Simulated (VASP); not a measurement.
# Cu (P6_3/mmc) in VASP: a series of runs

Runs on Cu. Level: PBEsol. Tasks: single point.

Program: VASP 6.6.1. These are calculated values, not measurements. Logs are shortened: lines on timing, memory, paths and dates and some standing lists are left out, and cuts for length are marked.

## (1) The cell of the first run

Symmetry: P6_3/mmc, No. 194, hexagonal system. The conventional cell has a = 2.520 Å, b = 2.520 Å, c = 8.235 Å, α = 90.00°, β = 90.00°, γ = 120.00°. Within 3.3 Å of Cu (site symmetry -3m) lie 12 Cu at 2.52 Å. Cu (site symmetry -6m2) has 12 Cu at 2.52 Å within 3.3 Å.

## (2) Single point, PBEsol

Contents of INCAR:

```
SYSTEM = Cu
PREC = Accurate
ENCUT = 520
EDIFF = 1E-6
ISMEAR = 0
SIGMA = 0.1
LREAL = .FALSE.
LASPH = .TRUE.
NELM = 60
ALGO = Fast
ISIF = 2
LWAVE = .FALSE.
LCHARG = .TRUE.
GGA = PS
LELF = .TRUE.
LVHAR = .TRUE.
NBANDS = 30
```

Contents of KPOINTS:

```
regular mesh
0
G
  18 18 6
  0 0 0
```

Contents of POSCAR:

```
Cu
1.0
    2.5197984310      0.0000000000      0.0000000000
   -1.2598992155      2.1822094536      0.0000000000
    0.0000000000      0.0000000000      8.2352547623
Cu
4
Direct
    0.0000000000      0.0000000000      0.0000000000
    0.3333333333      0.6666666667      0.2500000000
    0.0000000000      0.0000000000      0.5000000000
    0.6666666667      0.3333333333      0.7500000000
```

Potentials or basis: VASP PAW PBE potentials, release 64 (Cu).

Launch:

```bash
$ cat potpaw_PBE.64/Cu/POTCAR > POTCAR
$ mpirun -np 1 vasp_std > vasp.out
```

OUTCAR:

```text
SYSTEM = Cu
   PREC = Accurate
   ENCUT = 520
   EDIFF = 1E-6
   ISMEAR = 0
   LREAL = .FALSE.
   LASPH = .TRUE.
   NELM = 60
   ISIF = 2
   GGA = PS

 ion  position               nearest neighbor table
   1  0.000  0.000  0.000-   2 2.52   4 2.52   2 2.52   4 2.52   4 2.52   2 2.52
   2  0.333  0.667  0.250-   1 2.52   3 2.52   1 2.52   3 2.52   1 2.52   3 2.52
   3  0.000  0.000  0.500-   2 2.52   4 2.52   2 2.52   4 2.52   4 2.52   2 2.52
   4  0.667  0.333  0.750-   1 2.52   3 2.52   1 2.52   3 2.52   1 2.52   3 2.52

  LATTYP: Found a hexagonal cell.
 ALAT       =     2.5197984310
 C/A-ratio  =     3.2682196564

  Lattice vectors:

 A1 = (   2.5197984310,   0.0000000000,   0.0000000000)
 A2 = (  -1.2598992155,   2.1822094536,   0.0000000000)
 A3 = (   0.0000000000,   0.0000000000,   8.2352547623)

Analysis of symmetry for initial positions (statically):
=====================================================================
 Subroutine PRICEL returns:
 Original cell was already a primitive cell.

 Routine SETGRP: Setting up the symmetry group for a
 hexagonal supercell.

 Subroutine GETGRP returns: Found 24 space group operations
 (whereof 12 operations were pure point group operations)
 out of a pool of 24 trial point group operations.

The static configuration has the point symmetry D_3d.
 The point group associated with its full space group is D_6h.

Analysis of symmetry for dynamics (positions and initial velocities):
=====================================================================
 Subroutine PRICEL returns:
 Original cell was already a primitive cell.

 Routine SETGRP: Setting up the symmetry group for a
 hexagonal supercell.

 Subroutine GETGRP returns: Found 24 space group operations
 (whereof 12 operations were pure point group operations)
 out of a pool of 24 trial point group operations.

The dynamic configuration has the point symmetry D_3d.
 The point group associated with its full space group is D_6h.

 Subroutine INISYM returns: Found 24 space group operations
 (whereof 12 operations are pure point group operations),
 and found     1 'primitive' translations

----------------------------------------------------------------------------------------

                                     Primitive cell

  volume of cell :      45.2834

  direct lattice vectors                    reciprocal lattice vectors
     2.519798431  0.000000000  0.000000000     0.396857141  0.229125577  0.000000000
    -1.259899215  2.182209454  0.000000000     0.000000000  0.458251154  0.000000000
     0.000000000  0.000000000  8.235254762     0.000000000  0.000000000  0.121429152

  length of vectors
     2.519798431  2.519798431  8.235254762     0.458251154  0.458251154  0.121429152

  position of ions in fractional coordinates (direct lattice)
     0.000000000  0.000000000  0.000000000
     0.333333333  0.666666667  0.250000000
     0.000000000  0.000000000  0.500000000
     0.666666667  0.333333333  0.750000000

  ion indices of the primitive-cell ions
   primitive index   ion index
                 1           1
                 2           2
                 3           3
                 4           4

----------------------------------------------------------------------------------------

 KPOINTS: regular mesh

Automatic generation of k-mesh.
 Grid dimensions read from file:
 generate k-points for:   18   18    6

 Generating k-lattice:

  Cartesian coordinates                     Fractional coordinates (reciprocal lattice)
     0.022047619  0.012729199  0.000000000     0.055555556 -0.000000000  0.000000000
     0.000000000  0.025458397  0.000000000     0.000000000  0.055555556  0.000000000
     0.000000000  0.000000000  0.020238192     0.000000000  0.000000000  0.166666667

  Length of vectors
     0.025458397  0.025458397  0.020238192

  Shift w.r.t. Gamma in fractional coordinates (k-lattice)
     0.000000000  0.000000000  0.000000000

 Subroutine IBZKPT returns following result:
 ===========================================

 Found    148 irreducible k-points:

 Following reciprocal coordinates:
            Coordinates               Weight
  0.000000  0.000000  0.000000      1.000000
  0.055556 -0.000000  0.000000      6.000000
  0.111111 -0.000000  0.000000      6.000000
  0.166667 -0.000000  0.000000      6.000000
  0.222222 -0.000000  0.000000      6.000000
  0.277778 -0.000000  0.000000      6.000000
[... 16 lines left out ...]
  0.333333  0.111111  0.000000     12.000000
  0.388889  0.111111  0.000000     12.000000
 [... further k-points ...]
   k-points           NKPTS =    148   k-points in BZ     NKDIM =    148   number of bands    NBANDS=     30
   number of dos      NEDOS =    301   number of ions     NIONS =      4
   total plane-waves  NPLWV =  25600
   dimension x,y,z NGX =    20 NGY =   20 NGZ =   64
   dimension x,y,z NGXF=    40 NGYF=   40 NGZF=  128
   ions per type =               4
   NGX,Y,Z   is equivalent  to a cutoff of  13.20, 13.20, 12.92 a.u.
   NGXF,Y,Z  is equivalent  to a cutoff of  26.39, 26.39, 25.84 a.u.
 SYSTEM =  Cu
   PREC   = accura    normal or accurate (medium, high low for compatibility)
   ISTART =      0    job   : 0-new  1-cont  2-samecut
   ICHARG =      2    charge: 1-file 2-atom 10-const
   ISPIN  =      1    spin polarized calculation?
   LNONCOLLINEAR =      F non collinear calculations
   LSORBIT =      F    spin-orbit coupling
   LASPH  =      T    aspherical Exc in radial PAW
   ENCUT  =  520.0 eV  38.22 Ry    6.18 a.u.   4.69  4.69 15.31*2*pi/ulx,y,z
   NELM   =     60;   NELMIN=  2; NELMDL= -5     # of ELM steps
   EDIFF  = 0.1E-05   stopping-criterion for ELM
   LREAL  =      F    real-space projection
   EDIFFG = 0.1E-04   stopping-criterion for IOM
   NSW    =      0    number of steps for IOM
   IBRION =     -1    ionic relax: 0-MD 1-quasi-New 2-CG
   NFREE  =      0    steps in history (QN), initial steepest desc. (CG)
   ISIF   =      2    stress and relaxation
   ISYM   =      2    0-nonsym 1-usesym 2-fastsym
   POTIM  = 0.5000    time-step for ionic-motion
   TEBEG  =    0.0;   TEEND  =   0.0 temperature during run
   PSTRESS=    0.0 pullay stress
   NELECT =      44.0000    total number of electrons
   NUPDOWN=      -1.0000    fix difference up-down
   EMIN   =  10.00;   EMAX   =-10.00  energy-range for DOS
   EFERMI =   0.00;   METHOD = LEGACY
   ISMEAR =     0;   SIGMA  =   0.10  broadening in eV -4-tet -1-fermi 0-gaus
   EFERMI_NEDOS =   21; number of points for ismear=-14 and -15
   IALGO  =     68    algorithm
   IMIX   =      4    mixing-type and parameters
     AMIX     =   0.40;   BMIX     =  1.00
     AMIX_MAG =   1.60;   BMIX_MAG =  1.00
  volume/ion in A,a.u.               =      11.32        76.40
  Fermi-wavevector in a.u.,A,eV,Ry     =   1.621484  3.064160 35.772573  2.629210
  Thomas-Fermi vector in A             =   2.715252
   LORBIT       =      0    0 simple, 1 ext, 2 COOP (PROOUT), +10 PAW based schemes
   GGA     = PS    functional components
   LHFCALC =     F    Hartree Fock is set to
   AEXX    =    0.0000 exact exchange contribution
   IVDW    =     0    specifies the selected vdW correction
   LEPSILON=     F    determine dielectric tensor
   LRPA    =     F    only Hartree local field effects (RPA)
 non-spin polarized calculation
 RMM-DIIS sequential band-by-band and
 Gauss-broadening in eV      SIGMA  =   0.10
  energy-cutoff  :      520.00
  volume of cell :       45.28
 maximum number of plane-waves:      1242
 NGX is ok and might be reduce to    20
   NGX =  9   NGY =  9   NGZ = 31

 number of electron      43.9999982 magnetization

 Free energy of the ion-electron system (eV)
  ---------------------------------------------------
  ext. energy  EPLUGINS =         0.00000000
  ---------------------------------------------------
  free energy    TOTEN  =       -17.21667368 eV

  energy without entropy =      -17.20947530  energy(sigma->0) =      -17.21307449

 E-fermi :   7.8801     XC(G=0): -13.1566

 val. band max:        7.8634797828   @ k =   0.2222   0.1111   0.3333
 cond. band min:       7.8917719599   @ k =   0.2778   0.1667   0.0000
 fundamental gap:      0.0282921771
 Fermi energy:         7.8800949814

 k-point     1 :       0.0000    0.0000    0.0000
  band No.  band energies     occupation
      1      -1.7823      2.00000
      2       0.3939      2.00000
      3       0.4020      2.00000
      4       2.5951      2.00000
      5       4.5006      2.00000
      6       4.5047      2.00000
[... 22 lines left out ...]
     29      30.1621      0.00000
     30      30.4176      0.00000

 k-point     2 :       0.0556   -0.0000    0.0000
  band No.  band energies     occupation
      1      -1.6791      2.00000
      2       0.4861      2.00000
      3       0.4942      2.00000
      4       2.6575      2.00000
      5       4.4476      2.00000
      6       4.4793      2.00000
[... 22 lines left out ...]
     29      29.1623      0.00000
     30      29.2475      0.00000

 k-point     3 :       0.1111   -0.0000    0.0000
  band No.  band energies     occupation
      1      -1.3725      2.00000
      2       0.7559      2.00000
      3       0.7637      2.00000
      4       2.8336      2.00000
      5       4.3280      2.00000
      6       4.4137      2.00000
[... 22 lines left out ...]
     29      27.1065      0.00000
     30      27.1192      0.00000

 k-point     4 :       0.1667   -0.0000    0.0000
  band No.  band energies     occupation
      1      -0.8727      2.00000
      2       1.1789      2.00000
      3       1.1862      2.00000
      4       3.0863      2.00000
      5       4.1954      2.00000
      6       4.3194      2.00000
[... 616 lines left out ...]
     29      19.7880      0.00000
     30      22.1950      0.00000

 k-point    23 :       0.3333    0.1111    0.0000
  band No.  band energies     occupation
      1       2.4197      2.00000
      2       2.8813      2.00000
      3       2.9723      2.00000
      4       3.4592      2.00000
      5       3.7590      2.00000
      6       3.8619      2.00000
[... 22 lines left out ...]
     29      19.1853      0.00000
     30      21.2814      0.00000

 k-point    24 :       0.3889    0.1111    0.0000
  band No.  band energies     occupation
      1       2.7554      2.00000
      2       2.9092      2.00000
      3       3.1747      2.00000
      4       3.4225      2.00000
      5       3.7566      2.00000
      6       3.7790      2.00000
[... 22 lines left out ...]
     29      18.7575      0.00000
     30      19.5396      0.00000

 [... further k-points ...]
[... 5 lines left out ...]
  --------------------------------------------------------------------------------------
  -------------------------------------------------------------------------------------
  Total        0.2511505      0.2511505      0.2429670      0.0000000     -0.0000000      0.0000000
  in kB        8.8859804      8.8859804      8.5964407      0.0000000     -0.0000000      0.0000000
  external PRESSURE =       8.7894671 kB  Pullay stress =       0.0000000 kB

 VOLUME and BASIS-vectors are now :
 -----------------------------------------------------------------------------
  energy-cutoff  :      520.00
  volume of cell :       45.28
      direct lattice vectors                 reciprocal lattice vectors
     2.519798431  0.000000000  0.000000000     0.396857141  0.229125577  0.000000000
    -1.259899215  2.182209454  0.000000000     0.000000000  0.458251154  0.000000000
     0.000000000  0.000000000  8.235254762     0.000000000  0.000000000  0.121429152

 POSITION                                       TOTAL-FORCE (eV/Angst)
 -----------------------------------------------------------------------------------
      0.00000      0.00000      0.00000         0.000000      0.000000      0.000000
     -0.00000      1.45481      2.05881        -0.000000      0.000000      0.000000
      0.00000      0.00000      4.11763         0.000000      0.000000      0.000000
      1.25990      0.72740      6.17644         0.000000      0.000000     -0.000000
 -----------------------------------------------------------------------------------
    total drift:                                0.000000     -0.000000      0.000000

  FREE ENERGIE OF THE ION-ELECTRON SYSTEM (eV)
  ---------------------------------------------------
  free  energy   TOTEN  =       -17.2166736833 eV

  energy  without entropy=      -17.2094753042  energy(sigma->0) =      -17.21307449
```

Run time: 2 min. Hardware: 1 thread of Intel Xeon 6975P-C (Granite Rapids), shared host; peak memory 0.26 GiB.

Results:

```yaml
Free_energy: -17.2167 eV
Pressure: 0.9 GPa
Band_gap_on_the_k_mesh: zero (band 22 reaches 11.36 eV, above the bottom of band 23 at 6.10 eV)
```

Caveat: the PAW data sets were made with another functional, which shifts forces and pressure a little.

[end of part 1 of 2]
